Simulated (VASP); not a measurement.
# KF (Fm-3m) in VASP: notebook

The runs below take KF through electric field gradients, with PBEsol.

All numbers are computed with VASP 6.6.1; they aren't measurements. Logs are shortened: lines on timing, memory, paths and dates and some standing lists are left out, and cuts for length are marked.

## 1. The cell of the first run

Symmetry: Fm-3m, No. 225, cubic system. Conventional cell: a = 5.238 Å, b = 5.238 Å, c = 5.238 Å, α = 90.00°, β = 90.00°, γ = 90.00°. K (site symmetry m-3m) has 6 F at 2.62 Å within 3.5 Å. Within 3.5 Å of F (site symmetry m-3m) lie 6 K at 2.62 Å.

## 2. Electric field gradients, PBEsol (volume scaled by 0.94)

INCAR

```
SYSTEM = KF
PREC = Accurate
ENCUT = 520
EDIFF = 1E-8
ISMEAR = -1
SIGMA = 0.01
LREAL = .False.
LASPH = .True.
NELM = 100
ALGO = Normal
ISIF = 2
LWAVE = .False.
LCHARG = .False.
GGA = PS
LEFG = .True.
NBANDS = 15
```

KPOINTS

```
regular mesh
0
Gamma
  9 9 9
  0 0 0
```

POSCAR

```
KF
1.0
    0.0000000000      2.6189234616      2.6189234616
    2.6189234616      0.0000000000      2.6189234616
    2.6189234616      2.6189234616      0.0000000000
K F
1 1
Direct
    0.0000000000      0.0000000000      0.0000000000
    0.5000000000      0.5000000000      0.5000000000
```

Potentials or basis: VASP PAW PBE potentials, release 64 (K_sv, F).

The run is started by

```sh
cat potpaw_PBE.64/K_sv/POTCAR potpaw_PBE.64/F/POTCAR > POTCAR
mpirun -np 1 vasp_std > vasp.out
```

OUTCAR:

```text
SYSTEM = KF
   PREC = Accurate
   ENCUT = 520
   EDIFF = 1E-8
   ISMEAR = -1
   LREAL = .False.
   LASPH = .True.
   NELM = 100
   ISIF = 2
   GGA = PS

 ion  position               nearest neighbor table
   1  0.000  0.000  0.000-   2 2.62   2 2.62   2 2.62   2 2.62   2 2.62   2 2.62
   2  0.500  0.500  0.500-   1 2.62   1 2.62   1 2.62   1 2.62   1 2.62   1 2.62

  LATTYP: Found a face centered cubic cell.
 ALAT       =     5.2378469232

  Lattice vectors:

 A1 = (   0.0000000000,   2.6189234616,   2.6189234616)
 A2 = (   2.6189234616,   0.0000000000,   2.6189234616)
 A3 = (   2.6189234616,   2.6189234616,   0.0000000000)

Analysis of symmetry for initial positions (statically):
=====================================================================
 Subroutine PRICEL returns:
 Original cell was already a primitive cell.

 Routine SETGRP: Setting up the symmetry group for a
 face centered cubic supercell.

 Subroutine GETGRP returns: Found 48 space group operations
 (whereof 48 operations were pure point group operations)
 out of a pool of 48 trial point group operations.

The static configuration has the point symmetry O_h .

Analysis of symmetry for dynamics (positions and initial velocities):
=====================================================================
 Subroutine PRICEL returns:
 Original cell was already a primitive cell.

 Routine SETGRP: Setting up the symmetry group for a
 face centered cubic supercell.

 Subroutine GETGRP returns: Found 48 space group operations
 (whereof 48 operations were pure point group operations)
 out of a pool of 48 trial point group operations.

The dynamic configuration has the point symmetry O_h .

 Subroutine INISYM returns: Found 48 space group operations
 (whereof 48 operations are pure point group operations),
 and found     1 'primitive' translations

----------------------------------------------------------------------------------------

                                     Primitive cell

  volume of cell :      35.9251

  direct lattice vectors                    reciprocal lattice vectors
     0.000000000  2.618923462  2.618923462    -0.190918141  0.190918141  0.190918141
     2.618923462  0.000000000  2.618923462     0.190918141 -0.190918141  0.190918141
     2.618923462  2.618923462  0.000000000     0.190918141  0.190918141 -0.190918141

  length of vectors
     3.703717078  3.703717078  3.703717078     0.330679921  0.330679921  0.330679921

  position of ions in fractional coordinates (direct lattice)
     0.000000000  0.000000000  0.000000000
     0.500000000  0.500000000  0.500000000

  ion indices of the primitive-cell ions
   primitive index   ion index
                 1           1
                 2           2

----------------------------------------------------------------------------------------

 KPOINTS: regular mesh

Automatic generation of k-mesh.
 Grid dimensions read from file:
 generate k-points for:    9    9    9

 Generating k-lattice:

  Cartesian coordinates                     Fractional coordinates (reciprocal lattice)
    -0.021213127  0.021213127  0.021213127     0.111111111  0.000000000  0.000000000
     0.021213127 -0.021213127  0.021213127     0.000000000  0.111111111  0.000000000
     0.021213127  0.021213127 -0.021213127     0.000000000  0.000000000  0.111111111

  Length of vectors
     0.036742213  0.036742213  0.036742213

  Shift w.r.t. Gamma in fractional coordinates (k-lattice)
     0.000000000  0.000000000  0.000000000

 Subroutine IBZKPT returns following result:
 ===========================================

 Found     35 irreducible k-points:

 Following reciprocal coordinates:
            Coordinates               Weight
  0.000000  0.000000  0.000000      1.000000
  0.111111  0.000000  0.000000      8.000000
  0.222222  0.000000  0.000000      8.000000
  0.333333  0.000000  0.000000      8.000000
  0.444444  0.000000  0.000000      8.000000
  0.111111  0.111111  0.000000      6.000000
[... 16 lines left out ...]
 -0.333333  0.333333  0.000000     12.000000
  0.444444  0.444444  0.000000      6.000000
 [... further k-points ...]
   k-points           NKPTS =     35   k-points in BZ     NKDIM =     35   number of bands    NBANDS=     15
   number of dos      NEDOS =    301   number of ions     NIONS =      2
   total plane-waves  NPLWV =  21952
   dimension x,y,z NGX =    28 NGY =   28 NGZ =   28
   dimension x,y,z NGXF=    56 NGYF=   56 NGZF=   56
   ions per type =               1   1
   NGX,Y,Z   is equivalent  to a cutoff of  12.57, 12.57, 12.57 a.u.
   NGXF,Y,Z  is equivalent  to a cutoff of  25.14, 25.14, 25.14 a.u.
 SYSTEM =  KF
   PREC   = accura    normal or accurate (medium, high low for compatibility)
   ISTART =      0    job   : 0-new  1-cont  2-samecut
   ICHARG =      2    charge: 1-file 2-atom 10-const
   ISPIN  =      1    spin polarized calculation?
   LNONCOLLINEAR =      F non collinear calculations
   LSORBIT =      F    spin-orbit coupling
   LASPH  =      T    aspherical Exc in radial PAW
   ENCUT  =  520.0 eV  38.22 Ry    6.18 a.u.   6.89  6.89  6.89*2*pi/ulx,y,z
   NELM   =    100;   NELMIN=  2; NELMDL= -5     # of ELM steps
   EDIFF  = 0.1E-07   stopping-criterion for ELM
   LREAL  =      F    real-space projection
   EDIFFG = 0.1E-06   stopping-criterion for IOM
   NSW    =      0    number of steps for IOM
   IBRION =     -1    ionic relax: 0-MD 1-quasi-New 2-CG
   NFREE  =      0    steps in history (QN), initial steepest desc. (CG)
   ISIF   =      2    stress and relaxation
   ISYM   =      2    0-nonsym 1-usesym 2-fastsym
   POTIM  = 0.5000    time-step for ionic-motion
   TEBEG  =    0.0;   TEEND  =   0.0 temperature during run
   PSTRESS=    0.0 pullay stress
   NELECT =      16.0000    total number of electrons
   NUPDOWN=      -1.0000    fix difference up-down
   EMIN   =  10.00;   EMAX   =-10.00  energy-range for DOS
   EFERMI =   0.00;   METHOD = LEGACY
   ISMEAR =    -1;   SIGMA  =   0.01  broadening in eV -4-tet -1-fermi 0-gaus
   EFERMI_NEDOS =   21; number of points for ismear=-14 and -15
   IALGO  =     38    algorithm
   IMIX   =      4    mixing-type and parameters
     AMIX     =   0.40;   BMIX     =  1.00
     AMIX_MAG =   1.60;   BMIX_MAG =  1.00
  volume/ion in A,a.u.               =      17.96       121.22
  Fermi-wavevector in a.u.,A,eV,Ry     =   1.250207  2.362549 21.266154  1.563018
  Thomas-Fermi vector in A             =   2.384212
   LORBIT       =      0    0 simple, 1 ext, 2 COOP (PROOUT), +10 PAW based schemes
   GGA     = PS    functional components
   LHFCALC =     F    Hartree Fock is set to
   AEXX    =    0.0000 exact exchange contribution
   IVDW    =     0    specifies the selected vdW correction
   LEPSILON=     F    determine dielectric tensor
   LRPA    =     F    only Hartree local field effects (RPA)
 non-spin polarized calculation
  energy-cutoff  :      520.00
  volume of cell :       35.93
 maximum number of plane-waves:       981
   NGX = 13   NGY = 13   NGZ = 13

 number of electron      16.0000013 magnetization

 Free energy of the ion-electron system (eV)
  ---------------------------------------------------
  ext. energy  EPLUGINS =         0.00000000
  ---------------------------------------------------
  free energy    TOTEN  =        -8.51127062 eV

  energy without entropy =       -8.51127062  energy(sigma->0) =       -8.51127062

 E-fermi :  -2.4750     XC(G=0):  -8.9028

 val. band max:       -2.7442952197   @ k =   0.0000   0.0000   0.0000
 cond. band min:       3.5935262971   @ k =   0.0000   0.0000   0.0000
 fundamental gap:      6.3378215168
 Fermi energy:        -2.4749864430

 k-point     1 :       0.0000    0.0000    0.0000
  band No.  band energies     occupation
      1     -28.5489      2.00000
      2     -21.3046      2.00000
      3     -11.8102      2.00000
      4     -11.8102      2.00000
      5     -11.8102      2.00000
      6      -2.7443      2.00000
      7      -2.7443      2.00000
      8      -2.7443      2.00000
      9       3.5935      0.00000
     10       8.0451      0.00000
     11       8.0451      0.00000
     12       8.0451      0.00000
     13       9.8061      0.00000
     14       9.8061      0.00000
     15      14.3471      0.00000
[... 397 lines left out ...]
 k-point    24 :       0.4444    0.4444    0.0000
  band No.  band energies     occupation
      1     -28.3954      2.00000
      2     -21.3431      2.00000
      3     -12.4686      2.00000
      4     -12.0651      2.00000
      5     -12.0651      2.00000
      6      -2.9641      2.00000
      7      -2.7865      2.00000
      8      -2.7865      2.00000
      9       5.4376      0.00000
     10       7.6198      0.00000
     11       9.4725      0.00000
     12      11.1266      0.00000
     13      11.7079      0.00000
     14      11.7079      0.00000
     15      14.0216      0.00000

 [... further k-points ...]
[... 5 lines left out ...]
  --------------------------------------------------------------------------------------
  -------------------------------------------------------------------------------------
  Total        0.3418803      0.3418803      0.3418803     -0.0000000      0.0000000      0.0000000
  in kB       15.2470640     15.2470640     15.2470640     -0.0000000      0.0000000      0.0000000
  external PRESSURE =      15.2470640 kB  Pullay stress =       0.0000000 kB

 VOLUME and BASIS-vectors are now :
 -----------------------------------------------------------------------------
  energy-cutoff  :      520.00
  volume of cell :       35.93
      direct lattice vectors                 reciprocal lattice vectors
     0.000000000  2.618923462  2.618923462    -0.190918141  0.190918141  0.190918141
     2.618923462  0.000000000  2.618923462     0.190918141 -0.190918141  0.190918141
     2.618923462  2.618923462  0.000000000     0.190918141  0.190918141 -0.190918141

 POSITION                                       TOTAL-FORCE (eV/Angst)
 -----------------------------------------------------------------------------------
      0.00000      0.00000      0.00000         0.000000     -0.000000      0.000000
      2.61892      2.61892      2.61892         0.000000      0.000000     -0.000000
 -----------------------------------------------------------------------------------
    total drift:                                0.000000      0.000000      0.000000

  FREE ENERGIE OF THE ION-ELECTRON SYSTEM (eV)
  ---------------------------------------------------
  free  energy   TOTEN  =        -8.5112706208 eV

  energy  without entropy=       -8.5112706208  energy(sigma->0) =       -8.51127062

 Electric field gradients (V/A^2)
---------------------------------------------------------------------
 ion       V_xx      V_yy      V_zz      V_xy      V_xz      V_yz
---------------------------------------------------------------------
   1       0.000    -0.000    -0.000     0.000     0.000     0.000
   2      -0.000    -0.000     0.000     0.004     0.004     0.004
---------------------------------------------------------------------

 Electric field gradients after diagonalization (V/A^2)
 (convention: |V_zz| > |V_xx| > |V_yy|)
----------------------------------------------------------------------
 ion       V_xx      V_yy      V_zz     asymmetry (V_yy - V_xx)/ V_zz
----------------------------------------------------------------------
   1      -0.000    -0.000     0.001       0.000
   2      -0.004    -0.004     0.008       0.000
----------------------------------------------------------------------

           NMR quadrupolar parameters

 Cq : quadrupolar parameter    Cq=e*Q*V_zz/h
 eta: asymmetry parameters     (V_yy - V_xx)/ V_zz
 Q  : nuclear electric quadrupole moment in mb (millibarn)
----------------------------------------------------------------------
 ion       Cq(MHz)       eta       Q (mb)
----------------------------------------------------------------------
   1       0.000       0.000       1.000
   2       0.000       0.000       1.000
----------------------------------------------------------------------
```

It took 12 s on 1 thread of Intel Xeon 6975P-C (Granite Rapids), shared host; peak memory 0.15 GiB.

Results:

```
Free energy            : -8.5113 eV
Pressure               : 1.5 GPa
Band gap on the k mesh : 6.34 eV, direct
```

Levels at points of the mesh, in eV from the valence-band top:
```tsv
k point	band 5	band 6	band 7	band 8	band 9	band 10	band 11	band 12
(0.00, 0.00, 0.00)	-9.07	0.00	0.00	0.00	6.34	10.79	10.79	10.79
```

Caveat: without QUAD_EFG the Cq values of the log hold for a quadrupole moment of 1 mb, not for the nuclei; the PAW data sets were made with another functional, which shifts forces and pressure a little.

(Part 1 of 2 ends here.)
